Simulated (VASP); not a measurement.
Runs of VASP 6.6.1 on LiH. The structure is that of space group Pm-3m (No. 221), or close to it. The cells are those of the table. 

```csv
level,cell,k mesh,smearing,grid for exact exchange (PRECFOCK),screening parameter,gap on the mesh (eV)
r2SCAN,"a = 2.613, b = 2.613, c = 2.502 Å, 2 atoms",10 × 10 × 10,gaussian 0.01 eV,-,-,1.11
HSE06,"a = 2.613, b = 2.613, c = 2.502 Å, 2 atoms",8 × 8 × 8,gaussian 0.01 eV,Normal,0.2079 1/Å,1.27
HSE06,"a = 2.495 Å, angles 90.3°, 2 atoms",8 × 8 × 8,gaussian 0.01 eV,Normal,0.2079 1/Å,1.43
PBE,"a = 2.613, b = 2.613, c = 2.502 Å, 2 atoms",10 × 10 × 10,fermi-dirac 0.02 eV,-,-,(a)
r2SCAN,"a = 2.495 Å, angles 90.3°, 2 atoms",10 × 10 × 10,gaussian 0.01 eV,-,-,(b)
PBE,"a = 2.495 Å, angles 90.3°, 2 atoms",10 × 10 × 10,fermi-dirac 0.02 eV,-,-,0.73
```

Alike in all rows: task single point; potentials or basis VASP PAW PBE potentials, release 64 (Li_sv, H); no spin polarisation; cutoff (eV) 520.

Problem. Estimate the missing entries.

Solution. (a) 0.58; (b) 1.29.

A k mesh can miss the band edges.
